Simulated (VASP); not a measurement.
Here is a VASP 6.6.1 calculation.

The input INCAR:

```
  PREC = Accurate
  ENCUT = 520
  EDIFF = 1E-8
  ISMEAR = -1
  SIGMA = 0.08
  LREAL = False
  LASPH = True
  NELM = 80
  ALGO = Normal
  ISIF = 2
  LWAVE = False
  LCHARG = False
  GGA = PE
  LEFG = True
  NBANDS = 30
```

File KPOINTS:

```
regular mesh
0
Gamma
  14 14 4
```

Contents of POSCAR:

```
Ag
1.0
    2.9428054153      0.0000000000      0.0000000000
   -1.4714027076      2.5485442481      0.0000000000
    0.0000000000      0.0000000000     10.1961282242
Ag
4
Direct
    0.3333333333      0.6666666667      0.2500000000
    0.6666666667      0.3333333333      0.7500000000
    0.0000000000      0.0000000000      0.0000000000
    0.0000000000      0.0000000000      0.5000000000
```

Potentials or basis: VASP PAW PBE potentials, release 64 (Ag).

Launch:

```sh
$ cat potpaw_PBE.64/Ag/POTCAR > POTCAR
$ mpirun -np 1 vasp_std > vasp.out
```

Q: Estimate the pressure.

A: -4.7 GPa.

Q: Predict the band gap on the k mesh.

A: Zero (band 22 reaches 9.86 eV, above the bottom of band 23 at 3.90 eV).

Electric field gradients, principal values (V/Å²):
| atom | least | middle | greatest (by size) |
| --- | --- | --- | --- |
| 1 Ag | -4.277 | -4.279 | 8.556 |
| 2 Ag | -4.277 | -4.279 | 8.556 |
| 3 Ag | -4.036 | -4.038 | 8.074 |
| 4 Ag | -4.036 | -4.038 | 8.074 |

Caveat: without QUAD_EFG the Cq values of the log hold for a quadrupole moment of 1 mb, not for the nuclei.
